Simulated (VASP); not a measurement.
# Y (Fm-3m) in VASP: single point with LDA

Aim: the single point of Y with LDA.

Everything below comes from runs of VASP 6.6.1. Logs are shortened: lines on timing, memory, paths and dates and some standing lists are left out, and cuts for length are marked.

## (1) The cell of the first run

It takes space group Fm-3m (No. 225, cubic). The conventional cell has a = 5.035 Å, b = 5.035 Å, c = 5.035 Å, α = 90.00°, β = 90.00°, γ = 90.00°. Within 4.7 Å of Y (site symmetry m-3m) lie 12 Y at 3.56 Å.

## (2) Single point, LDA (volume scaled by 1.04)

File INCAR:

```
PREC = Accurate
ENCUT = 520
EDIFF = 1E-6
ISMEAR = -1
SIGMA = 0.05
LREAL = False
LASPH = True
NELM = 100
ALGO = Normal
ISIF = 2
LWAVE = False
LCHARG = False
NBANDS = 12
```

File KPOINTS:

```
Automatic mesh
0
Gamma
  13 13 13
```

File POSCAR:

```
Y
1.0
    0.0000000000      2.5177011185      2.5177011185
    2.5177011185      0.0000000000      2.5177011185
    2.5177011185      2.5177011185      0.0000000000
Y
1
Direct
    0.0000000000      0.0000000000      0.0000000000
```

Potentials or basis: VASP PAW LDA potentials, release 64 (Y_sv).

On the command line:

```sh
> cat potpaw_LDA.64/Y_sv/POTCAR > POTCAR
> mpirun -np 1 vasp_std > vasp.out
```

OUTCAR:

```text
PREC = Accurate
   ENCUT = 520
   EDIFF = 1E-6
   ISMEAR = -1
   LREAL = False
   LASPH = True
   NELM = 100
   ISIF = 2

 ion  position               nearest neighbor table
   1  0.000  0.000  0.000-

  LATTYP: Found a face centered cubic cell.
 ALAT       =     5.0354022370

  Lattice vectors:

 A1 = (   0.0000000000,   2.5177011185,   2.5177011185)
 A2 = (   2.5177011185,   0.0000000000,   2.5177011185)
 A3 = (   2.5177011185,   2.5177011185,   0.0000000000)

Analysis of symmetry for initial positions (statically):
=====================================================================
 Subroutine PRICEL returns:
 Original cell was already a primitive cell.

 Routine SETGRP: Setting up the symmetry group for a
 face centered cubic supercell.

 Subroutine GETGRP returns: Found 48 space group operations
 (whereof 48 operations were pure point group operations)
 out of a pool of 48 trial point group operations.

The static configuration has the point symmetry O_h .

Analysis of symmetry for dynamics (positions and initial velocities):
=====================================================================
 Subroutine PRICEL returns:
 Original cell was already a primitive cell.

 Routine SETGRP: Setting up the symmetry group for a
 face centered cubic supercell.

 Subroutine GETGRP returns: Found 48 space group operations
 (whereof 48 operations were pure point group operations)
 out of a pool of 48 trial point group operations.

The dynamic configuration has the point symmetry O_h .

 Subroutine INISYM returns: Found 48 space group operations
 (whereof 48 operations are pure point group operations),
 and found     1 'primitive' translations

----------------------------------------------------------------------------------------

                                     Primitive cell

  volume of cell :      31.9185

  direct lattice vectors                    reciprocal lattice vectors
     0.000000000  2.517701118  2.517701118    -0.198593867  0.198593867  0.198593867
     2.517701118  0.000000000  2.517701118     0.198593867 -0.198593867  0.198593867
     2.517701118  2.517701118  0.000000000     0.198593867  0.198593867 -0.198593867

  length of vectors
     3.560567068  3.560567068  3.560567068     0.343974667  0.343974667  0.343974667

  position of ions in fractional coordinates (direct lattice)
     0.000000000  0.000000000  0.000000000

  ion indices of the primitive-cell ions
[... 74 lines left out ...]
   EDIFF  = 0.1E-05   stopping-criterion for ELM
   LREAL  =      F    real-space projection
   EDIFFG = 0.1E-04   stopping-criterion for IOM
   NSW    =      0    number of steps for IOM
   IBRION =     -1    ionic relax: 0-MD 1-quasi-New 2-CG
   NFREE  =      0    steps in history (QN), initial steepest desc. (CG)
   ISIF   =      2    stress and relaxation
   ISYM   =      2    0-nonsym 1-usesym 2-fastsym
   POTIM  = 0.5000    time-step for ionic-motion
   TEBEG  =    0.0;   TEEND  =   0.0 temperature during run
   PSTRESS=    0.0 pullay stress
   NELECT =      11.0000    total number of electrons
   NUPDOWN=      -1.0000    fix difference up-down
   EMIN   =  10.00;   EMAX   =-10.00  energy-range for DOS
   EFERMI =   0.00;   METHOD = LEGACY
   ISMEAR =    -1;   SIGMA  =   0.05  broadening in eV -4-tet -1-fermi 0-gaus
   EFERMI_NEDOS =   21; number of points for ismear=-14 and -15
   IALGO  =     38    algorithm
   IMIX   =      4    mixing-type and parameters
     AMIX     =   0.40;   BMIX     =  1.00
     AMIX_MAG =   1.60;   BMIX_MAG =  1.00
  volume/ion in A,a.u.               =      31.92       215.40
  Fermi-wavevector in a.u.,A,eV,Ry     =   1.147779  2.168988 17.924265  1.317396
  Thomas-Fermi vector in A             =   2.284457
   LORBIT       =      0    0 simple, 1 ext, 2 COOP (PROOUT), +10 PAW based schemes
   GGA     = CA    functional components
   LHFCALC =     F    Hartree Fock is set to
   AEXX    =    0.0000 exact exchange contribution
   IVDW    =     0    specifies the selected vdW correction
   LEPSILON=     F    determine dielectric tensor
   LRPA    =     F    only Hartree local field effects (RPA)
 non-spin polarized calculation
  energy-cutoff  :      520.00
  volume of cell :       31.92
 maximum number of plane-waves:       884
   NGX = 13   NGY = 13   NGZ = 13

 number of electron      11.0000000 magnetization

 Free energy of the ion-electron system (eV)
  ---------------------------------------------------
  ext. energy  EPLUGINS =         0.00000000
  ---------------------------------------------------
  free energy    TOTEN  =        -6.91769590 eV

  energy without entropy =       -6.90542533  energy(sigma->0) =       -6.91156062

 E-fermi :   3.0168     XC(G=0):  -9.7505

 val. band max:        3.0150972634   @ k =   0.4615   0.2308   0.0769
 cond. band min:       3.0177029640   @ k =   0.3077   0.2308   0.0000
 fundamental gap:      0.0026057006
 Fermi energy:         3.0168394260

 k-point     1 :       0.0000    0.0000    0.0000
  band No.  band energies     occupation
      1     -39.3848      2.00000
      2     -19.1862      2.00000
      3     -19.1862      2.00000
      4     -19.1862      2.00000
      5      -1.7537      2.00000
      6       4.7654      0.00000
      7       4.7654      0.00000
      8       4.7654      0.00000
      9       6.8061      0.00000
     10       6.8061      0.00000
     11      12.1150      0.00000
     12      15.3905      0.00000
[... 331 lines left out ...]
 k-point    24 :       0.4615    0.1538    0.0000
  band No.  band energies     occupation
      1     -39.3100      2.00000
      2     -19.7259      2.00000
      3     -19.3357      2.00000
      4     -19.2992      2.00000
      5       1.3028      2.00000
      6       3.1640      0.10007
      7       4.1641      0.00000
      8       5.1720      0.00000
      9       8.0511      0.00000
     10       8.3718      0.00000
     11      10.9582      0.00000
     12      13.3571      0.00000

 [... further k-points ...]
[... 5 lines left out ...]
  --------------------------------------------------------------------------------------
  -------------------------------------------------------------------------------------
  Total       -0.6694910     -0.6694910     -0.6694910     -0.0000000     -0.0000000      0.0000000
  in kB      -33.6056885    -33.6056885    -33.6056885     -0.0000000     -0.0000000      0.0000000
  external PRESSURE =     -33.6056885 kB  Pullay stress =       0.0000000 kB

 VOLUME and BASIS-vectors are now :
 -----------------------------------------------------------------------------
  energy-cutoff  :      520.00
  volume of cell :       31.92
      direct lattice vectors                 reciprocal lattice vectors
     0.000000000  2.517701118  2.517701118    -0.198593867  0.198593867  0.198593867
     2.517701118  0.000000000  2.517701118     0.198593867 -0.198593867  0.198593867
     2.517701118  2.517701118  0.000000000     0.198593867  0.198593867 -0.198593867

 POSITION                                       TOTAL-FORCE (eV/Angst)
 -----------------------------------------------------------------------------------
      0.00000      0.00000      0.00000         0.000000      0.000000      0.000000
 -----------------------------------------------------------------------------------
    total drift:                               -0.000000     -0.000000     -0.000000

  FREE ENERGIE OF THE ION-ELECTRON SYSTEM (eV)
  ---------------------------------------------------
  free  energy   TOTEN  =        -6.9176959011 eV

  energy  without entropy=       -6.9054253325  energy(sigma->0) =       -6.91156062
```

stdout:

```text
POSCAR found type information on POSCAR Y
 POSCAR found :  1 types and       1 ions
 scaLAPACK will be used
 LDA part: xc-table for (Slater(with rela. corr.)+CA(PZ))
 , standard interpolation
 POSCAR, INCAR and KPOINTS ok, starting setup
 FFT: planning ... GRIDC
 FFT: planning ... GRID_SOFT
 FFT: planning ... GRID
 WAVECAR not read
 entering main loop
```

Wall time 13 s (1 thread of Intel Xeon Platinum 8559C (Emerald Rapids), shared host); peak memory 0.18 GiB.

What came out:

* Free energy: -6.9177 eV
* Pressure: -3.4 GPa
